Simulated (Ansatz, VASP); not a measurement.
## TiO2 in VASP and in Ansatz

```
CELL_PARAMETERS angstrom
-1.87001 1.87001 4.86502
1.87001 -1.87001 4.86502
1.87001 1.87001 -4.86502
ATOMIC_POSITIONS crystal
Ti 0.75000 0.25000 0.50000
Ti 0.00000 0.00000 0.00000
O 0.54460 0.04460 0.50000
O 0.79460 0.79460 0.00000
O 0.20540 0.20540 0.00000
O 0.95540 0.45540 0.50000
```

Change from the starting cell: epitaxial_xy strain -1.0%.

Alike in both runs: task single point; functional r2SCAN; k mesh 10 × 10 × 10; no spin polarisation.

```csv
,VASP,Ansatz
version,VASP 6.6.1,Ansatz 0.2.0
potentials or method,"VASP PAW PBE potentials, release 64 (Ti_sv, O)","plane waves, PAW"
plane-wave cutoff (eV),520,500
occupations,"gaussian, width 0.01 eV",fixed
valence electrons in the cell,48,48
```

Ansatz gave:

```
gap on the k mesh at the Fermi level (eV)                     : 2.65
pressure (GPa)                                                : 2.0
traceless stress, the component that is largest in VASP (GPa) : -1.98
rms of the force components (eV/Å)                            : 0.000
```

Task: What did VASP give for the same quantities?

Result: gap on the k mesh at the Fermi level (eV): 2.67; pressure (GPa): 3.2; traceless stress, the component that is largest in VASP (GPa): -2.23; rms of the force components (eV/Å): 0.011.

VASP's potentials were made for PBE, not for r2SCAN. Atom by atom the forces differ by 0.011 eV/Å (rms over components).
